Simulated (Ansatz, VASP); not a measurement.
# Two plane-wave programs on Ta

Contents of INCAR:

```
SYSTEM = Ta
PREC = Accurate ; ENCUT = 520
EDIFF = 1E-6 ; ISMEAR = 0
SIGMA = 0.15 ; LREAL = .FALSE.
LASPH = .TRUE. ; NELM = 100
ALGO = Fast ; ISIF = 2
LWAVE = .FALSE. ; LCHARG = .FALSE.
GGA = PE ; NBANDS = 12
```

The input KPOINTS:

```
regular mesh
0
G
  18 18 18
  0 0 0
```

The input POSCAR:

```
Ta
1.0
   -1.8420267615      1.6594835689      1.4727916674
    1.8420267615     -1.6594835689      1.4727916674
    1.8420267615      1.6594835689     -1.4727916674
Ta
1
Direct
    0.0000000000      0.0000000000      0.0000000000
```

Input for Ansatz:

```yaml
crystal:
  lattice:
    - [-1.8420267615, 1.6594835689, 1.4727916674]
    - [1.8420267615, -1.6594835689, 1.4727916674]
    - [1.8420267615, 1.6594835689, -1.4727916674]
  atoms:
    - { symbol: Ta, position: [0.0, 0.0, 0.0] }
basis:
  ecutwfc: 420
kpoints:
  mp_grid: { grid: [18, 18, 18] }
hamiltonian:
  xc: pbe
  pseudopotentials: { kind: paw, azcp: { folder: soft_1 } }
scf:
  occupations: { method: gaussian, width: 0.15 }
output:
  forces: true
  stress: true
  eigenvalues: true
```

Change from the starting cell: normal strain along x +0.1100, normal strain along z -0.1125.

Alike in both runs: task single point; functional PBE; k mesh 18 × 18 × 18; occupations gaussian, width 0.15 eV; no spin polarisation.

|  | VASP | Ansatz |
| --- | --- | --- |
| version | VASP 6.6.1 | Ansatz 0.2.0 |
| potentials or method | VASP PAW PBE potentials, release 64 (Ta_pv), cutoff 520 eV | scalar-relativistic, plane waves, PAW |
| valence electrons in the cell | 11 | 13 |

```tsv
	VASP	Ansatz	Ansatz less VASP
gap on the k mesh at the Fermi level (eV)	none	none	-
pressure (GPa)	6.5	6.4	-0.09
traceless stress, the component that is largest in VASP (GPa)	-9.15	-9.15	+0.008
```

A gap of «none» marks a metal or a gap that the smearing closes. The functional is the same, so the differences come from potentials, cutoffs and numerics. VASP's potentials hold 11 valence electrons a cell and Ansatz's 13, so a difference there can come from the potentials and not from the codes.

Neither program's run includes spin-orbit coupling.
